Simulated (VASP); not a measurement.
Cs2Si3, 5 atoms in the cell. Symmetry: P-3m1, No. 164, trigonal system. Conventional cell: a = 4.993 Å, b = 4.993 Å, c = 6.029 Å, α = 90.00°, β = 90.00°, γ = 120.00°. Within 3.9 Å of Cs (site symmetry 3m) lie 8 Si at 2.94 to 3.22 Å and 3 Cs at 3.33 Å. Within 4.0 Å of Si (site symmetry -3m) lie 6 Cs at 3.00 Å and 6 Si at 3.66 Å. Within 3.9 Å of Si (site symmetry 3m) lie 5 Cs at 2.94 to 3.22 Å and 6 Si at 3.25 to 3.66 Å. 

| Property | Result |
| --- | --- |
| Program | VASP 6.6.1 |
| Task | relaxation of cell and atoms |
| Functional | PBE |
| Potentials or basis | VASP PAW PBE potentials, release 64 (Cs_sv, Si) |
| Cutoff | 600 eV |
| k mesh | 6 × 6 × 4 |
| Occupations | gaussian, width 0.1 eV |
| Spin | no spin polarisation |
| Dipole correction | no |
| Further INCAR settings | ALGO = Normal; EDIFF = 1e-07; IBRION = 2; EDIFFG = -0.04; NSW = 90; ISIF = 3 |

Potentials or basis: VASP PAW PBE potentials, release 64 (Cs_sv, Si).

Launch:

```console
$ cat potpaw_PBE.64/Cs_sv/POTCAR potpaw_PBE.64/Si/POTCAR > POTCAR
$ mpirun -np 1 vasp_std > vasp.out
```

Hardware: 1 thread of AMD EPYC 9R45 96-Core Processor (Zen 5) (shared host).

**Question.** How long does it take, and how much memory?

**Answer.** Run time: 15 min on 1 thread of AMD EPYC 9R45 96-Core Processor (Zen 5), on a shared host, peak memory 0.29 GiB. Counts: scf iterations 331, k points 24, ion steps 27.
